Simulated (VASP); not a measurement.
# LiMgF3 (Pm-3m) in VASP: further runs

LiMgF3 is run at these levels: PBEsol; tasks: single point, relaxation of cell and atoms.

Everything below comes from runs of VASP 6.6.1. Logs are shortened: lines on timing, memory, paths and dates and some standing lists are left out, and cuts for length are marked.

## (1) The cell of the first run

The structure is cubic, space group Pm-3m (No. 221). The conventional cell has a = 3.436 Å, b = 3.436 Å, c = 3.436 Å, α = 90.00°, β = 90.00°, γ = 90.00°. Li (site symmetry m-3m) has 6 F at 1.72 Å within 2.3 Å. Within 3.2 Å of Mg (site symmetry m-3m) lie 12 F at 2.43 Å and 8 Li at 2.98 Å. Within 2.3 Å of F (site symmetry 4/mmm) lie 2 Li at 1.72 Å.

## (2) Single point, PBEsol

INCAR

```
PREC = Accurate ; ENCUT = 520
EDIFF = 1E-7 ; ISMEAR = 0
SIGMA = 0.01 ; LREAL = False
LASPH = True ; NELM = 100
ALGO = Normal ; ISIF = 2
LWAVE = False ; LCHARG = False
GGA = PS ; NBANDS = 21
```

KPOINTS

```
regular mesh
0
Gamma
  6 6 6
```

POSCAR

```
LiMgF3
1.0
    3.4361917199      0.0000000000      0.0000000000
    0.0000000000      3.4361917199      0.0000000000
    0.0000000000      0.0000000000      3.4361917199
Li Mg F
1 1 3
Direct
    0.5000000000      0.5000000000      0.5000000000
    0.0000000000      0.0000000000      0.0000000000
    0.0000000000      0.5000000000      0.5000000000
    0.5000000000      0.5000000000      0.0000000000
    0.5000000000      0.0000000000      0.5000000000
```

Potentials or basis: VASP PAW PBE potentials, release 64 (Li_sv, Mg, F).

The run is started by

```bash
$ cat potpaw_PBE.64/Li_sv/POTCAR potpaw_PBE.64/Mg/POTCAR potpaw_PBE.64/F/POTCAR > POTCAR
$ mpirun -np 1 vasp_std > vasp.out
```

OUTCAR:

```text
PREC = Accurate
   ENCUT = 520
   EDIFF = 1E-7
   ISMEAR = 0
   LREAL = False
   LASPH = True
   NELM = 100
   ISIF = 2
   GGA = PS

 ion  position               nearest neighbor table
   1  0.500  0.500  0.500-   3 1.72   4 1.72   5 1.72   4 1.72   5 1.72   3 1.72   2 2.98   2 2.98
                             2 2.98   2 2.98   2 2.98   2 2.98   2 2.98   2 2.98
   2  0.000  0.000  0.000-   3 2.43   4 2.43   5 2.43   3 2.43   5 2.43   3 2.43   4 2.43   3 2.43
                             4 2.43   5 2.43   5 2.43   4 2.43   1 2.98   1 2.98   1 2.98   1 2.98
   3  0.000  0.500  0.500-   1 1.72   1 1.72   2 2.43   2 2.43   2 2.43   2 2.43
   4  0.500  0.500  0.000-   1 1.72   1 1.72   2 2.43   2 2.43   2 2.43   2 2.43
   5  0.500  0.000  0.500-   1 1.72   1 1.72   2 2.43   2 2.43   2 2.43   2 2.43

  LATTYP: Found a simple cubic cell.
 ALAT       =     3.4361917199

  Lattice vectors:

 A1 = (   3.4361917199,   0.0000000000,   0.0000000000)
 A2 = (   0.0000000000,   3.4361917199,   0.0000000000)
 A3 = (   0.0000000000,   0.0000000000,   3.4361917199)

Analysis of symmetry for initial positions (statically):
=====================================================================
 Subroutine PRICEL returns:
 Original cell was already a primitive cell.

 Routine SETGRP: Setting up the symmetry group for a
 simple cubic supercell.

 Subroutine GETGRP returns: Found 48 space group operations
 (whereof 48 operations were pure point group operations)
 out of a pool of 48 trial point group operations.

The static configuration has the point symmetry O_h .

Analysis of symmetry for dynamics (positions and initial velocities):
=====================================================================
 Subroutine PRICEL returns:
 Original cell was already a primitive cell.

 Routine SETGRP: Setting up the symmetry group for a
 simple cubic supercell.

 Subroutine GETGRP returns: Found 48 space group operations
 (whereof 48 operations were pure point group operations)
 out of a pool of 48 trial point group operations.

The dynamic configuration has the point symmetry O_h .

 Subroutine INISYM returns: Found 48 space group operations
 (whereof 48 operations are pure point group operations),
 and found     1 'primitive' translations

----------------------------------------------------------------------------------------

                                     Primitive cell

  volume of cell :      40.5725

  direct lattice vectors                    reciprocal lattice vectors
     3.436191720  0.000000000  0.000000000     0.291019850  0.000000000  0.000000000
[... 92 lines left out ...]
   NFREE  =      0    steps in history (QN), initial steepest desc. (CG)
   ISIF   =      2    stress and relaxation
   ISYM   =      2    0-nonsym 1-usesym 2-fastsym
   POTIM  = 0.5000    time-step for ionic-motion
   TEBEG  =    0.0;   TEEND  =   0.0 temperature during run
   PSTRESS=    0.0 pullay stress
   NELECT =      26.0000    total number of electrons
   NUPDOWN=      -1.0000    fix difference up-down
   EMIN   =  10.00;   EMAX   =-10.00  energy-range for DOS
   EFERMI =   0.00;   METHOD = LEGACY
   ISMEAR =     0;   SIGMA  =   0.01  broadening in eV -4-tet -1-fermi 0-gaus
   EFERMI_NEDOS =   21; number of points for ismear=-14 and -15
   IALGO  =     38    algorithm
   IMIX   =      4    mixing-type and parameters
     AMIX     =   0.40;   BMIX     =  1.00
     AMIX_MAG =   1.60;   BMIX_MAG =  1.00
  volume/ion in A,a.u.               =       8.11        54.76
  Fermi-wavevector in a.u.,A,eV,Ry     =   1.411417  2.667191 27.104123  1.992097
  Thomas-Fermi vector in A             =   2.533270
   LORBIT       =      0    0 simple, 1 ext, 2 COOP (PROOUT), +10 PAW based schemes
   GGA     = PS    functional components
   LHFCALC =     F    Hartree Fock is set to
   AEXX    =    0.0000 exact exchange contribution
   IVDW    =     0    specifies the selected vdW correction
   LEPSILON=     F    determine dielectric tensor
   LRPA    =     F    only Hartree local field effects (RPA)
 non-spin polarized calculation
 Gauss-broadening in eV      SIGMA  =   0.01
  energy-cutoff  :      520.00
  volume of cell :       40.57
 maximum number of plane-waves:      1108
 NGX is ok and might be reduce to    28
   NGX = 13   NGY = 13   NGZ = 13

 number of electron      25.9999965 magnetization

 Free energy of the ion-electron system (eV)
  ---------------------------------------------------
  ext. energy  EPLUGINS =         0.00000000
  ---------------------------------------------------
  free energy    TOTEN  =       -23.24791440 eV

  energy without entropy =      -23.24791440  energy(sigma->0) =      -23.24791440

 E-fermi :   1.4235     XC(G=0): -11.1880

 val. band max:        1.3560546892   @ k =   0.5000   0.5000   0.5000
 cond. band min:       5.6919567584   @ k =   0.0000   0.0000   0.0000
 fundamental gap:      4.3359020692
 Fermi energy:         1.4234673952

 k-point     1 :       0.0000    0.0000    0.0000
  band No.  band energies     occupation
      1     -37.9297      2.00000
      2     -20.0212      2.00000
      3     -18.3026      2.00000
      4     -18.3026      2.00000
      5      -2.9504      2.00000
      6      -2.9504      2.00000
[... 469 lines left out ...]
     20      15.9446      0.00000
     21      24.9766      0.00000

------------------------ aborting loop because EDIFF is reached ----------------------------------------

  FORCE on cell =-STRESS in cart. coord.  units (eV):
  Direction    XX          YY          ZZ          XY          YZ          ZX
  --------------------------------------------------------------------------------------
  -------------------------------------------------------------------------------------
  Total        3.7902927      3.7902927      3.7902927      0.0000000      0.0000000     -0.0000000
  in kB      149.6756564    149.6756564    149.6756564      0.0000000      0.0000000     -0.0000000
  external PRESSURE =     149.6756564 kB  Pullay stress =       0.0000000 kB

 VOLUME and BASIS-vectors are now :
 -----------------------------------------------------------------------------
  energy-cutoff  :      520.00
  volume of cell :       40.57
      direct lattice vectors                 reciprocal lattice vectors
     3.436191720  0.000000000  0.000000000     0.291019850  0.000000000  0.000000000
     0.000000000  3.436191720  0.000000000     0.000000000  0.291019850  0.000000000
     0.000000000  0.000000000  3.436191720     0.000000000  0.000000000  0.291019850

 POSITION                                       TOTAL-FORCE (eV/Angst)
 -----------------------------------------------------------------------------------
      1.71810      1.71810      1.71810         0.000000      0.000000      0.000000
      0.00000      0.00000      0.00000         0.000000      0.000000      0.000000
      0.00000      1.71810      1.71810         0.000000      0.000000      0.000000
      1.71810      1.71810      0.00000         0.000000      0.000000      0.000000
      1.71810      0.00000      1.71810         0.000000      0.000000      0.000000
 -----------------------------------------------------------------------------------
    total drift:                                0.000000      0.000000      0.000000

  FREE ENERGIE OF THE ION-ELECTRON SYSTEM (eV)
  ---------------------------------------------------
  free  energy   TOTEN  =       -23.2479144042 eV

  energy  without entropy=      -23.2479144042  energy(sigma->0) =      -23.24791440
```

OSZICAR:

```text
N       E                     dE             d eps       ncg     rms          rms(c)
DAV:   1     0.140241402753E+03    0.14024E+03   -0.15474E+04   896   0.129E+03
DAV:   2    -0.174796654943E+02   -0.15772E+03   -0.15159E+03   971   0.305E+02
DAV:   3    -0.260074898185E+02   -0.85278E+01   -0.85070E+01  1251   0.586E+01
DAV:   4    -0.262690635294E+02   -0.26157E+00   -0.26136E+00  1183   0.765E+00
DAV:   5    -0.262715976624E+02   -0.25341E-02   -0.25339E-02  1079   0.748E-01    0.867E+00
DAV:   6    -0.236092521008E+02    0.26623E+01   -0.53380E+00   945   0.179E+01    0.281E+00
DAV:   7    -0.233689786456E+02    0.24027E+00   -0.31665E-01  1013   0.334E+00    0.183E+00
DAV:   8    -0.232494389682E+02    0.11954E+00   -0.17813E-01   955   0.356E+00    0.404E-01
DAV:   9    -0.232481074672E+02    0.13315E-02   -0.13722E-02  1131   0.938E-01    0.128E-01
DAV:  10    -0.232479592352E+02    0.14823E-03   -0.11029E-03  1028   0.265E-01    0.394E-02
DAV:  11    -0.232479139093E+02    0.45326E-04   -0.12133E-04  1056   0.807E-02    0.112E-02
DAV:  12    -0.232479145894E+02   -0.68007E-06   -0.90502E-06   963   0.251E-02    0.243E-03
DAV:  13    -0.232479144697E+02    0.11963E-06   -0.57725E-07  1001   0.613E-03    0.881E-04
DAV:  14    -0.232479144042E+02    0.65526E-07   -0.20637E-08   645   0.113E-03
   1 F= -.23247914E+02 E0= -.23247914E+02  d E =-.143781E-23
```

stdout:

```text
POSCAR found type information on POSCAR LiMgF
 POSCAR found :  3 types and       5 ions
 scaLAPACK will be used
 -----------------------------------------------------------------------------
|                                                                             |
|                                                                             |
|     You enforced a specific xc type in the INCAR file but a different       |
|     I HOPE YOU KNOW WHAT YOU ARE DOING!                                     |
|                                                                             |
 -----------------------------------------------------------------------------

 LDA part: xc-table for (Slater+PW92), standard interpolation
 POSCAR, INCAR and KPOINTS ok, starting setup
 FFT: planning ... GRIDC
 FFT: planning ... GRID_SOFT
 FFT: planning ... GRID
 WAVECAR not read
 entering main loop
```

Wall time 24 s (1 thread of Intel Xeon Platinum 8488C (Sapphire Rapids), shared host); peak memory 0.16 GiB.

What came out:

```
Free energy            : -23.2479 eV
Band gap on the k mesh : 4.34 eV, indirect (least direct gap 4.65 eV)
```

Levels at points of the mesh, in eV from the valence-band top:
```
           k point  band 11  band 12  band 13  band 14  band 15  band 16
(0.00, 0.00, 0.00)    -0.31    -0.31    -0.31     4.34    12.78    12.78
(0.50, 0.00, 0.00)    -1.57    -0.57    -0.57     8.09     9.08    14.59
(0.50, 0.50, 0.00)    -1.92    -0.23    -0.03     9.21    11.26    11.26
(0.50, 0.50, 0.50)     0.00     0.00     0.00     7.16    13.42    13.42
```

Caveat: the cutoff is under 1.25 times the usual one of these potentials, so pressure, stress and relaxed cells hold a basis-set (Pulay) error; the PAW data sets were made with another functional, which shifts forces and pressure a little.

## (3) Single point, PBEsol

This run uses another cell than the first one, of 9.18 Å³/atom, 1.131 times its volume.

INCAR

```
SYSTEM = LiMgF3
  PREC = Accurate
  ENCUT = 520
  EDIFF = 1E-7
  ISMEAR = 0
  SIGMA = 0.02
  LREAL = .FALSE.
  LASPH = .TRUE.
  NELM = 100
  ALGO = Normal
  ISIF = 2
  LWAVE = .FALSE.
  LCHARG = .TRUE.
  GGA = PS
  LELF = .TRUE.
  LVHAR = .TRUE.
  NBANDS = 21
```

KPOINTS

```
regular mesh
0
G
  6 6 6
  0 0 0
```

Edit POSCAR of step 2 so:

```diff
@@ -2,5 +2,5 @@
 1.0
-    3.4361917199      0.0000000000      0.0000000000
-    0.0000000000      3.4361917199      0.0000000000
-    0.0000000000      0.0000000000      3.4361917199
+    3.5806468543      0.0000000000      0.0000000000
+    0.0000000000      3.5806468543      0.0000000000
+    0.0000000000      0.0000000000      3.5806468543
 Li Mg F
```

Potentials or basis: VASP PAW PBE potentials, release 64 (Li_sv, Mg, F).

The run is started by

```bash
$ cat potpaw_PBE.64/Li_sv/POTCAR potpaw_PBE.64/Mg/POTCAR potpaw_PBE.64/F/POTCAR > POTCAR
$ mpirun -np 1 vasp_std > vasp.out
```

Run time: 21 s. Hardware: 1 thread of Intel Xeon Platinum 8488C (Sapphire Rapids), shared host; peak memory 0.16 GiB.

It converged, with:

| Property | Result |
| --- | --- |
| Free energy | -23.4864 eV |
| Band gap on the k mesh | 3.69 eV, indirect (least direct gap 3.95 eV) |

Levels at points of the mesh, in eV from the valence-band top:
```
           k point  band 9  band 10  band 11  band 12  band 13  band 14  band 15  band 16  band 17  band 18
(0.00, 0.00, 0.00)   -0.99    -0.99    -0.26    -0.26    -0.26     3.69    12.33    12.33    14.67    14.67
(0.50, 0.00, 0.00)   -1.66    -1.45    -1.41    -0.47    -0.47     7.13     8.36    13.50    13.50    14.33
(0.50, 0.50, 0.00)   -2.00    -1.59    -1.59    -0.19    -0.03     8.15    10.28    10.28    12.75    16.06
(0.50, 0.50, 0.50)   -0.17    -0.17     0.00     0.00     0.00     6.51    12.25    12.25    12.25    13.67
```

Caveat: the cutoff is under 1.25 times the usual one of these potentials, so pressure, stress and relaxed cells hold a basis-set (Pulay) error; the PAW data sets were made with another functional, which shifts forces and pressure a little. A k mesh can miss the band edges.

(Continued in part 2 of 2.)
